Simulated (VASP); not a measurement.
# I (Pm-3m) in VASP: a series of runs

The runs below take I through single point, with PBEsol.

Program: VASP 6.6.1. These are calculated values, not measurements. Logs are shortened: lines on timing, memory, paths and dates and some standing lists are left out, and cuts for length are marked.

**1. The cell of the first run**

Symmetry: Pm-3m, No. 221, cubic system. Conventional cell: a = 2.491 Å, b = 2.491 Å, c = 2.491 Å, α = 90.00°, β = 90.00°, γ = 90.00°. I (site symmetry m-3m) has 6 I at 2.49 Å within 3.3 Å.

**2. Single point, PBEsol (volume scaled by 0.4)**

The input, INCAR:

```
SYSTEM = I
PREC = Accurate ; ENCUT = 520
EDIFF = 1E-6 ; ISMEAR = -1
SIGMA = 0.1 ; LREAL = .FALSE.
LASPH = .TRUE. ; NELM = 80
ALGO = Normal ; ISIF = 2
LWAVE = .FALSE. ; LCHARG = .TRUE.
GGA = PS ; LELF = .TRUE.
LVHAR = .TRUE. ; NBANDS = 10
```

The input, KPOINTS:

```
regular mesh
0
G
  11 11 11
  0 0 0
```

The input, POSCAR:

```
I
1.0
    2.4914013288      0.0000000000      0.0000000000
    0.0000000000      2.4914013288      0.0000000000
    0.0000000000      0.0000000000      2.4914013288
I
1
Direct
    0.0000000000      0.0000000000      0.0000000000
```

Potentials or basis: VASP PAW PBE potentials, release 64 (I).

The run is started by

```sh
$ cat potpaw_PBE.64/I/POTCAR > POTCAR
$ mpirun -np 1 vasp_std > vasp.out
```

OUTCAR:

```text
SYSTEM = I
   PREC = Accurate
   ENCUT = 520
   EDIFF = 1E-6
   ISMEAR = -1
   LREAL = .FALSE.
   LASPH = .TRUE.
   NELM = 80
   ISIF = 2
   GGA = PS

 ion  position               nearest neighbor table
   1  0.000  0.000  0.000-

  LATTYP: Found a simple cubic cell.
 ALAT       =     2.4914013288

  Lattice vectors:

 A1 = (   2.4914013288,   0.0000000000,   0.0000000000)
 A2 = (   0.0000000000,   2.4914013288,   0.0000000000)
 A3 = (   0.0000000000,   0.0000000000,   2.4914013288)

Analysis of symmetry for initial positions (statically):
=====================================================================
 Subroutine PRICEL returns:
 Original cell was already a primitive cell.

 Routine SETGRP: Setting up the symmetry group for a
 simple cubic supercell.

 Subroutine GETGRP returns: Found 48 space group operations
[... 9 lines left out ...]

 Routine SETGRP: Setting up the symmetry group for a
 simple cubic supercell.

 Subroutine GETGRP returns: Found 48 space group operations
[... 11 lines left out ...]
                                     Primitive cell

  volume of cell :      15.4643

  direct lattice vectors                    reciprocal lattice vectors
     2.491401329  0.000000000  0.000000000     0.401380536  0.000000000  0.000000000
     0.000000000  2.491401329  0.000000000     0.000000000  0.401380536  0.000000000
     0.000000000  0.000000000  2.491401329     0.000000000  0.000000000  0.401380536

  length of vectors
     2.491401329  2.491401329  2.491401329     0.401380536  0.401380536  0.401380536

  position of ions in fractional coordinates (direct lattice)
     0.000000000  0.000000000  0.000000000

  ion indices of the primitive-cell ions
   primitive index   ion index
                 1           1

----------------------------------------------------------------------------------------

 KPOINTS: regular mesh

Automatic generation of k-mesh.
 Grid dimensions read from file:
 generate k-points for:   11   11   11

 Generating k-lattice:

  Cartesian coordinates                     Fractional coordinates (reciprocal lattice)
     0.036489140  0.000000000  0.000000000     0.090909091  0.000000000  0.000000000
     0.000000000  0.036489140  0.000000000     0.000000000  0.090909091  0.000000000
     0.000000000  0.000000000  0.036489140     0.000000000  0.000000000  0.090909091

  Length of vectors
     0.036489140  0.036489140  0.036489140

  Shift w.r.t. Gamma in fractional coordinates (k-lattice)
     0.000000000  0.000000000  0.000000000

 Subroutine IBZKPT returns following result:
 ===========================================

 Found     56 irreducible k-points:

 Following reciprocal coordinates:
            Coordinates               Weight
  0.000000  0.000000  0.000000      1.000000
  0.090909  0.000000  0.000000      6.000000
  0.181818  0.000000  0.000000      6.000000
  0.272727  0.000000  0.000000      6.000000
  0.363636  0.000000  0.000000      6.000000
  0.454545  0.000000  0.000000      6.000000
[... 16 lines left out ...]
  0.181818  0.090909  0.090909     24.000000
  0.272727  0.090909  0.090909     24.000000
 [... further k-points ...]
   k-points           NKPTS =     56   k-points in BZ     NKDIM =     56   number of bands    NBANDS=     10
   number of dos      NEDOS =    301   number of ions     NIONS =      1
   total plane-waves  NPLWV =   8000
   dimension x,y,z NGX =    20 NGY =   20 NGZ =   20
   dimension x,y,z NGXF=    40 NGYF=   40 NGZF=   40
   ions per type =               1
   NGX,Y,Z   is equivalent  to a cutoff of  13.35, 13.35, 13.35 a.u.
   NGXF,Y,Z  is equivalent  to a cutoff of  26.69, 26.69, 26.69 a.u.
 SYSTEM =  I
   PREC   = accura    normal or accurate (medium, high low for compatibility)
   ISTART =      0    job   : 0-new  1-cont  2-samecut
   ICHARG =      2    charge: 1-file 2-atom 10-const
   ISPIN  =      1    spin polarized calculation?
   LNONCOLLINEAR =      F non collinear calculations
   LSORBIT =      F    spin-orbit coupling
   LASPH  =      T    aspherical Exc in radial PAW
   ENCUT  =  520.0 eV  38.22 Ry    6.18 a.u.   4.63  4.63  4.63*2*pi/ulx,y,z
   NELM   =     80;   NELMIN=  2; NELMDL= -5     # of ELM steps
   EDIFF  = 0.1E-05   stopping-criterion for ELM
   LREAL  =      F    real-space projection
   EDIFFG = 0.1E-04   stopping-criterion for IOM
   NSW    =      0    number of steps for IOM
   IBRION =     -1    ionic relax: 0-MD 1-quasi-New 2-CG
   NFREE  =      0    steps in history (QN), initial steepest desc. (CG)
   ISIF   =      2    stress and relaxation
   ISYM   =      2    0-nonsym 1-usesym 2-fastsym
   POTIM  = 0.5000    time-step for ionic-motion
   TEBEG  =    0.0;   TEEND  =   0.0 temperature during run
   PSTRESS=    0.0 pullay stress
   NELECT =       7.0000    total number of electrons
   NUPDOWN=      -1.0000    fix difference up-down
   EMIN   =  10.00;   EMAX   =-10.00  energy-range for DOS
   EFERMI =   0.00;   METHOD = LEGACY
   ISMEAR =    -1;   SIGMA  =   0.10  broadening in eV -4-tet -1-fermi 0-gaus
   EFERMI_NEDOS =   21; number of points for ismear=-14 and -15
   IALGO  =     38    algorithm
   IMIX   =      4    mixing-type and parameters
     AMIX     =   0.40;   BMIX     =  1.00
     AMIX_MAG =   1.60;   BMIX_MAG =  1.00
  volume/ion in A,a.u.               =      15.46       104.36
  Fermi-wavevector in a.u.,A,eV,Ry     =   1.256986  2.375359 21.497397  1.580014
  Thomas-Fermi vector in A             =   2.390667
   LORBIT       =      0    0 simple, 1 ext, 2 COOP (PROOUT), +10 PAW based schemes
   GGA     = PS    functional components
   LHFCALC =     F    Hartree Fock is set to
   AEXX    =    0.0000 exact exchange contribution
   IVDW    =     0    specifies the selected vdW correction
   LEPSILON=     F    determine dielectric tensor
   LRPA    =     F    only Hartree local field effects (RPA)
 non-spin polarized calculation
  energy-cutoff  :      520.00
  volume of cell :       15.46
 maximum number of plane-waves:       437
 NGX is ok and might be reduce to    20
   NGX =  9   NGY =  9   NGZ =  9

 number of electron       6.9999999 magnetization

 Free energy of the ion-electron system (eV)
  ---------------------------------------------------
  ext. energy  EPLUGINS =         0.00000000
  ---------------------------------------------------
  free energy    TOTEN  =         5.17315715 eV

  energy without entropy =        5.19621959  energy(sigma->0) =        5.18468837

 E-fermi :  20.4864     XC(G=0): -13.0995

 val. band max:       20.4844412800   @ k =   0.0909   0.0000   0.0000
 cond. band min:      20.5766119406   @ k =   0.4545   0.2727   0.1818
 fundamental gap:      0.0921706607
 Fermi energy:        20.4864085264

 k-point     1 :       0.0000    0.0000    0.0000
  band No.  band energies     occupation
      1      -3.8305      2.00000
      2      20.2652      1.80272
      3      20.2652      1.80272
      4      20.2652      1.80272
      5      24.3638      0.00000
      6      24.3638      0.00000
      7      29.4104      0.00000
      8      39.8259      0.00000
      9      39.8259      0.00000
     10      39.8259      0.00000

 k-point     2 :       0.0909    0.0000    0.0000
  band No.  band energies     occupation
      1      -3.6273      2.00000
      2      17.9232      2.00000
      3      20.4844      1.00984
      4      20.4844      1.00984
      5      24.4911      0.00000
      6      26.0014      0.00000
      7      30.4171      0.00000
      8      38.4179      0.00000
      9      39.1037      0.00000
     10      39.1037      0.00000

 k-point     3 :       0.1818    0.0000    0.0000
  band No.  band energies     occupation
      1      -3.0206      2.00000
      2      14.3497      2.00000
      3      21.1189      0.00358
      4      21.1189      0.00358
      5      24.8750      0.00000
      6      27.3049      0.00000
      7      33.5705      0.00000
      8      35.9126      0.00000
      9      37.2854      0.00000
     10      37.2854      0.00000

 k-point     4 :       0.2727    0.0000    0.0000
  band No.  band energies     occupation
      1      -2.0271      2.00000
      2      10.9074      2.00000
      3      22.0893      0.00000
      4      22.0893      0.00000
      5      25.5190      0.00000
      6      28.0481      0.00000
      7      33.4608      0.00000
      8      35.1166      0.00000
      9      35.1166      0.00000
     10      37.4340      0.00000

 k-point     5 :       0.3636    0.0000    0.0000
  band No.  band energies     occupation
      1      -0.7155      2.00000
      2       7.8890      2.00000
      3      23.2164      0.00000
      4      23.2164      0.00000
      5      26.4196      0.00000
      6      28.7045      0.00000
      7      31.3076      0.00000
      8      33.1106      0.00000
      9      33.1106      0.00000
     10      36.2490      0.00000

 k-point     6 :       0.4545    0.0000    0.0000
  band No.  band energies     occupation
      1       0.5734      2.00000
      2       5.7264      2.00000
      3      24.0947      0.00000
      4      24.0947      0.00000
      5      27.4836      0.00000
      6      29.1998      0.00000
      7      29.6084      0.00000
      8      31.7780      0.00000
      9      31.7780      0.00000
     10      34.9699      0.00000
[... 183 lines left out ...]
 k-point    21 :       0.4545    0.4545    0.0000
  band No.  band energies     occupation
      1       5.3260      2.00000
      2       8.9268      2.00000
      3       9.4337      2.00000
      4      17.2943      2.00000
      5      28.6061      0.00000
      6      31.7704      0.00000
      7      32.2697      0.00000
      8      34.8375      0.00000
      9      34.9865      0.00000
     10      36.6084      0.00000

 k-point    22 :       0.0909    0.0909    0.0909
  band No.  band energies     occupation
      1      -3.2210      2.00000
      2      18.0188      2.00000
      3      18.0188      2.00000
      4      19.0727      2.00000
      5      27.3492      0.00000
      6      27.3492      0.00000
      7      31.6286      0.00000
      8      36.3849      0.00000
      9      36.3849      0.00000
     10      40.2635      0.00000

 k-point    23 :       0.1818    0.0909    0.0909
  band No.  band energies     occupation
      1      -2.6149      2.00000
      2      14.6947      2.00000
      3      18.6007      2.00000
      4      19.4519      1.99994
      5      27.7811      0.00000
      6      29.2950      0.00000
      7      33.5571      0.00000
      8      33.6463      0.00000
      9      35.4828      0.00000
     10      39.4554      0.00000

 k-point    24 :       0.2727    0.0909    0.0909
  band No.  band energies     occupation
      1      -1.6219      2.00000
      2      11.2776      2.00000
      3      19.5030      1.99989
      4      20.4019      1.39891
      5      28.4420      0.00000
      6      29.6305      0.00000
      7      31.1419      0.00000
      8      33.3301      0.00000
      9      37.6347      0.00000
     10      37.8977      0.00000

 [... further k-points ...]

------------------------ aborting loop because EDIFF is reached ----------------------------------------

  FORCE on cell =-STRESS in cart. coord.  units (eV):
  Direction    XX          YY          ZZ          XY          YZ          ZX
  --------------------------------------------------------------------------------------
  -------------------------------------------------------------------------------------
  Total       19.0932549     19.0932549     19.0932549      0.0000000      0.0000000     -0.0000000
  in kB     1978.1511747   1978.1511747   1978.1511747      0.0000000      0.0000000     -0.0000000
  external PRESSURE =    1978.1511747 kB  Pullay stress =       0.0000000 kB

 VOLUME and BASIS-vectors are now :
 -----------------------------------------------------------------------------
  energy-cutoff  :      520.00
  volume of cell :       15.46
      direct lattice vectors                 reciprocal lattice vectors
     2.491401329  0.000000000  0.000000000     0.401380536  0.000000000  0.000000000
     0.000000000  2.491401329  0.000000000     0.000000000  0.401380536  0.000000000
     0.000000000  0.000000000  2.491401329     0.000000000  0.000000000  0.401380536

 POSITION                                       TOTAL-FORCE (eV/Angst)
 -----------------------------------------------------------------------------------
      0.00000      0.00000      0.00000         0.000000      0.000000      0.000000
 -----------------------------------------------------------------------------------
    total drift:                               -0.000000     -0.000000      0.000000

  FREE ENERGIE OF THE ION-ELECTRON SYSTEM (eV)
  ---------------------------------------------------
  free  energy   TOTEN  =         5.1731571508 eV

  energy  without entropy=        5.1962195881  energy(sigma->0) =        5.18468837
```

Run time: 6.9 s. Hardware: 1 thread of Intel Xeon Platinum 8259CL at 2.50GHz (Skylake/Cascade Lake), shared host; peak memory 0.13 GiB.

Results:

```
Free energy : 5.1732 eV
Pressure    : 197.8 GPa
```

Caveat: the PAW data sets were made with another functional, which shifts forces and pressure a little; spin-orbit coupling is left out, which moves the levels of the heavy elements; an odd number of electrons without spin polarisation forces a metal; a magnetic or distorted state may lie lower.

**3. Single point, PBEsol (volume scaled by 0.45)**

The input, INCAR:

```
PREC = Accurate
ENCUT = 520
EDIFF = 1E-7
ISMEAR = -1
SIGMA = 0.1
LREAL = False
LASPH = True
NELM = 80
ALGO = Normal
ISIF = 2
LWAVE = False
LCHARG = True
GGA = PS
LELF = True
LVHAR = True
NBANDS = 10
```

The input, KPOINTS:

```
regular mesh
0
Gamma
  11 11 11
```

The input, POSCAR:

```
I
1.0
    2.5911618003      0.0000000000      0.0000000000
    0.0000000000      2.5911618003      0.0000000000
    0.0000000000      0.0000000000      2.5911618003
I
1
Direct
    0.0000000000      0.0000000000      0.0000000000
```

Potentials or basis: VASP PAW PBE potentials, release 64 (I).

The run is started by

```sh
$ cat potpaw_PBE.64/I/POTCAR > POTCAR
$ mpirun -np 1 vasp_std > vasp.out
```

Run time: 7.5 s. Hardware: 1 thread of Intel Xeon Platinum 8259CL at 2.50GHz (Skylake/Cascade Lake), shared host; peak memory 0.13 GiB.

Results (log left out):

```
Free energy : 3.1861 eV
Pressure    : 135.7 GPa
```

Levels at points of the mesh, in eV from the Fermi level:
```csv
k point,band 2,band 3,band 4,band 5,band 6,band 7
"(0.00, 0.00, 0.00)",-0.31,-0.31,-0.31,3.99,3.99,8.09
```

Caveat: the PAW data sets were made with another functional, which shifts forces and pressure a little; spin-orbit coupling is left out, which moves the levels of the heavy elements; an odd number of electrons without spin polarisation forces a metal; a magnetic or distorted state may lie lower.
